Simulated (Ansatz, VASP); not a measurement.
## Ge2Sb3O in VASP and in Ansatz

```
Ge Sb O
1.0
     5.04466    0.00000    0.00000
    -2.52233    4.36881    0.00000
     0.00000    0.00000    6.00935
Ge Sb O
2 3 1
Cartesian
  2.5223 1.4563 4.2580
  2.5223 1.4563 1.7514
  0.0000 0.0000 0.0000
  0.0000 2.9125 3.0047
  0.0000 2.9125 0.0000
  0.0000 0.0000 3.0047
```

Change from the starting cell: species swapped into the Sr2AlGa3 type (P-6m2, No. 187).

Alike in both runs: functional PBE; k mesh 12 × 12 × 6; occupations gaussian, width 0.1 eV; no spin polarisation.

Ansatz relaxed the structure, and its values are those at the end. VASP's run is a single point on that final structure, the one shown.

|  | VASP | Ansatz |
| --- | --- | --- |
| version | VASP 6.6.1 | Ansatz 0.2.0 |
| potentials or method | VASP PAW PBE potentials, release 64 (Ge_d, Sb, O), cutoff 520 eV | scalar-relativistic, plane waves, PAW |
| valence electrons in the cell | 49 | 79 |

|  | VASP | Ansatz | Ansatz less VASP |
| --- | --- | --- | --- |
| gap on the k mesh at the Fermi level (eV) | none | none | - |
| pressure (GPa) | -0.1 | 0.0 | +0.07 |

A gap of «none» marks a metal or a gap that the smearing closes. VASP's potentials hold 49 valence electrons a cell and Ansatz's 79, so a difference there can come from the potentials and not from the codes.

Neither program's run includes spin-orbit coupling.
